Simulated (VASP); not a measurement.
Write the native input for VASP 6.6.1 that does the following.

| Item | Value |
| --- | --- |
| Task | single point |
| Functional | r2SCAN |
| Potentials or basis | VASP PAW PBE potentials, release 64 (Si, N) |
| Cutoff | 520 eV |
| k mesh | 6 × 6 × 6 |
| Occupations | gaussian, width 0.02 eV |
| Spin | no spin polarisation |
| Dipole correction | no |
| Further INCAR settings | ALGO = Normal; EDIFF = 1e-06; NBANDS = 45 |

Crystal: Si3N4.

```
Si N
1.0
     0.00000    3.98990    3.98990
     3.98990    0.00000    3.98990
     3.98990    3.98990    0.00000
Si N
6 8
Direct
  0.12500 0.12500 0.62500
  0.12500 0.62500 0.12500
  0.62500 0.12500 0.12500
  0.12500 0.12500 0.12500
  0.75000 0.75000 0.75000
  0.50000 0.50000 0.50000
  0.36695 0.36695 0.36695
  0.35084 0.88305 0.88305
  0.88305 0.88305 0.35084
  0.88305 0.35084 0.88305
  0.36695 0.36695 0.89916
  0.36695 0.89916 0.36695
  0.88305 0.88305 0.88305
  0.89916 0.36695 0.36695
```

These files were run (other wordings do the same):

POSCAR

```
Si3N4
1.0
    0.0000000000      3.9899014676      3.9899014676
    3.9899014676      0.0000000000      3.9899014676
    3.9899014676      3.9899014676      0.0000000000
Si N
6 8
Direct
    0.1250000000      0.1250000000      0.6250000000
    0.1250000000      0.6250000000      0.1250000000
    0.6250000000      0.1250000000      0.1250000000
    0.1250000000      0.1250000000      0.1250000000
    0.7500000000      0.7500000000      0.7500000000
    0.5000000000      0.5000000000      0.5000000000
    0.3669463630      0.3669463630      0.3669463630
    0.3508390891      0.8830536370      0.8830536370
    0.8830536370      0.8830536370      0.3508390891
    0.8830536370      0.3508390891      0.8830536370
    0.3669463630      0.3669463630      0.8991609109
    0.3669463630      0.8991609109      0.3669463630
    0.8830536370      0.8830536370      0.8830536370
    0.8991609109      0.3669463630      0.3669463630
```

INCAR.step1

```
ALGO     = Normal         # electronic algorithm
EDIFF    = 1E-4           # SCF threshold, eV
ENCUT    = 520            # plane-wave cutoff, eV
GGA      = PE             # functional
ISMEAR   = 0              # smearing method
LASPH    = T              # aspherical terms in the spheres
LCHARG   = F              # write CHGCAR
LREAL    = F              # projectors in reciprocal space
LWAVE    = T              # write WAVECAR
NBANDS   = 45             # bands
NELM     = 60             # most SCF steps
PREC     = Accurate       # precision mode
SIGMA    = 0.02           # smearing width, eV
```

INCAR.step2

```
ALGO     = Normal         # electronic algorithm
EDIFF    = 1E-6           # SCF threshold, eV
ENCUT    = 520            # plane-wave cutoff, eV
ISIF     = 2              # what is computed and relaxed
ISMEAR   = 0              # smearing method
ISTART   = 1            
LASPH    = T              # aspherical terms in the spheres
LCHARG   = F              # write CHGCAR
LMIXTAU  = T            
LREAL    = F              # projectors in reciprocal space
LWAVE    = F              # write WAVECAR
METAGGA  = R2SCAN         # meta-GGA
NBANDS   = 45             # bands
NELM     = 60             # most SCF steps
PREC     = Accurate       # precision mode
SIGMA    = 0.02           # smearing width, eV
```

KPOINTS

```
k-points
0
Gamma
  6 6 6
```

Potentials or basis: VASP PAW PBE potentials, release 64 (Si, N).

Command:

```console
$ cat potpaw_PBE.64/Si/POTCAR potpaw_PBE.64/N/POTCAR > POTCAR
$ cp INCAR.step1 INCAR
$ mpirun -np 1 vasp_std > vasp.out
$ cp INCAR.step2 INCAR
$ mpirun -np 1 vasp_std > vasp.out
```

Results of the run:

```
Pressure               : -25.0 GPa
Largest force          : 0.018 eV/Å
Band gap on the k mesh : 3.62 eV (least direct gap 3.67 eV)
```

Caveat: the cell stands under tension; the PAW data sets were made with another functional, which shifts forces and pressure a little.

It took 11 min on 1 thread of AMD EPYC 7R13, on a shared host, peak memory 0.28 GiB.
